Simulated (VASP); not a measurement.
A run of VASP 6.6.1 is set up as follows.

Contents of INCAR:

```
SYSTEM = SnO2
  ALGO = Normal
  EDIFF = 1E-6
  ENCUT = 520
  ISIF = 2
  ISMEAR = 0
  LASPH = .True.
  LCHARG = .False.
  LREAL = .False.
  LWAVE = .False.
  NBANDS = 35
  NELM = 60
  PREC = Accurate
  SIGMA = 0.05
```

The input KPOINTS:

```
k-points
0
Gamma
  6 6 8
  0 0 0
```

The input POSCAR:

```
SnO2
1.0
    4.7207174017      0.0000000000      0.0000000000
    0.0000000000      4.7207174017      0.0000000000
    0.0000000000      0.0000000000      3.1887553105
Sn O
2 4
Direct
    0.0000000000      0.0000000000     -0.0658564172
    0.5000000000      0.5000000000      0.5658564172
    0.2344479741      0.3777651251      0.0383163468
    0.2655520259      0.8777651251      0.4616836532
    0.7655520259      0.6222348749      0.0383163468
    0.7344479741      0.1222348749      0.4616836532
```

Potentials or basis: VASP PAW LDA potentials, release 64 (Sn_d, O).

Launch:

```bash
$ cat potpaw_LDA.64/Sn_d/POTCAR potpaw_LDA.64/O/POTCAR > POTCAR
$ mpirun -np 1 vasp_std > vasp.out
```

**Question.** Predict the pressure.

**Answer.** -6.8 GPa.

**Question.** Predict the largest force.

**Answer.** 1.598 eV/Å.

**Question.** Estimate the band gap on the k mesh.

**Answer.** 0.84 eV (least direct gap 0.85 eV).

Forces in eV/Å, atoms in the order of the input:
```
Sn   0.000  0.000  1.598
Sn   0.000  0.000 -1.598
O    1.012 -0.627 -0.317
O   -1.012 -0.627  0.317
O   -1.012  0.627 -0.317
O    1.012  0.627  0.317
```

Caveat: the cell differs from its parent crystal (atoms displaced along a vibrational mode); the cell stands under tension; spin-orbit coupling is left out, which moves the levels of the heavy elements; forces of over 1 eV/Å act on the atoms, so gaps and moduli don't describe the material at rest.
